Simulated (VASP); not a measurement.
Crystal: Si2Se.

```
Si Se
1.0
     3.14429    0.00000    0.00000
    -1.57214    2.72303    0.00000
     0.00000    0.00000    4.95660
Si Se
2 1
Direct
  0.66667 0.33333 0.72496
  0.66667 0.33333 0.27504
  0.00000 0.00000 0.00000
```

The cell was built from a structure type or drawn by symmetry, and may not be a known phase.

- Program: VASP 6.6.1
- Task: relaxation of cell and atoms
- Functional: PBE
- Potentials or basis: VASP PAW PBE potentials, release 64 (Si, Se)
- Cutoff: 600 eV
- k mesh: 6 × 6 × 4
- Occupations: gaussian, width 0.1 eV
- Spin: no spin polarisation

At the start: pressure 53.8 GPa; volume 14.15 Å³/atom.

Where does the relaxation end?

Over 10 steps the energy falls by 1061.4 meV/atom and the volume is 19.76 Å³/atom (+39.7 %); space group P-6m2 (No. 187, to 0.1 Å) before and after.

The path:
```csv
step,energy change (eV),largest force (eV/Å),pressure (GPa),volume (Å³)
1,0.0000,4.7482,53.78,42.44
2,-2.1656,1.7785,-8.86,78.44
3,-3.1168,0.9626,-0.40,61.08
4,-3.1199,0.9030,0.14,60.62
5,-3.1209,0.8483,0.63,60.22
6,-3.1703,0.1103,-1.88,61.10
7,-3.1764,0.0635,-1.42,60.87
8,-3.1832,0.0877,-0.19,59.58
9,-3.1833,0.1032,-0.07,59.45
10,-3.1842,0.0339,-0.03,59.27
```

Final structure:
```xyz
3
Lattice="3.3866 0.0000 0.0000 -1.6933 2.9329 0.0000 0.0000 0.0000 5.9667" Properties=species:S:1:pos:R:3 pbc="T T T"
Si    1.6933    0.9776    4.1746
Si    1.6933    0.9776    1.7922
Se    0.0000    0.0000    0.0000
```

Caveat: the k points lie up to 0.36 Å⁻¹ apart in the final cell, too coarse for converged energies and pressures of a metal; the volume moved by over 15 % at a fixed basis, so the end points are rough.
